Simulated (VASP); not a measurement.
Here is a VASP 6.6.1 calculation.

INCAR

```
SYSTEM = BaZrO3
ALGO = Normal
EDIFF = 1E-7
EDIFFG = -0.01
ENCUT = 600
GGA = PS
IBRION = 2
ISIF = 3
ISMEAR = -1
LASPH = .True.
LCHARG = .False.
LDAU = .True.
LDAUJ = 0 0 0
LDAUL = -1 2 -1
LDAUPRINT = 1
LDAUTYPE = 2
LDAUU = 0 2 0
LMAXMIX = 4
LREAL = .False.
LWAVE = .False.
NELM = 150
NSW = 60
PREC = Accurate
SIGMA = 0.05
```

Contents of KPOINTS:

```
k-points
0
Gamma
  6 6 6
  0 0 0
```

File POSCAR:

```
BaZrO3
1.0
    4.1913400000      0.0000000000      0.0000000000
    0.0000000000      4.1913400000      0.0000000000
    0.0000000000      0.0000000000      4.1913400000
Ba Zr O
1 1 3
Direct
    0.0000000000      0.0000000000      0.0000000000
    0.5000000000      0.5000000000      0.5000000000
    0.5000000000      0.5000000000      0.0000000000
    0.5000000000      0.0000000000      0.5000000000
    0.0000000000      0.5000000000      0.5000000000
```

Potentials or basis: VASP PAW PBE potentials, release 64 (Ba_sv, Zr_sv, O).

Command:

```console
$ cat potpaw_PBE.64/Ba_sv/POTCAR potpaw_PBE.64/Zr_sv/POTCAR potpaw_PBE.64/O/POTCAR > POTCAR
$ mpirun -np 1 vasp_std > vasp.out
```

Q: Estimate the relaxed cell.

A: a = 4.207 Å, b = 4.207 Å, c = 4.207 Å, α = 90.00°, β = 90.00°, γ = 90.00°.

Q: What does it give for the space group after relaxing (to 0.1 Å)?

A: Pm-3m (No. 221).

Q: What does it give for the relaxed volume?

A: 14.89 Å³/atom.

Final structure:
```
Ba Zr O
1.0
     4.20683    0.00000    0.00000
     0.00000    4.20683    0.00000
     0.00000    0.00000    4.20683
Ba Zr O
1 1 3
Cartesian
  0.0000 0.0000 0.0000
  2.1034 2.1034 2.1034
  2.1034 2.1034 0.0000
  2.1034 0.0000 2.1034
  0.0000 2.1034 2.1034
```

Caveat: the PAW data sets were made with another functional, which shifts forces and pressure a little. Zero-point motion and thermal expansion aren't in these numbers.
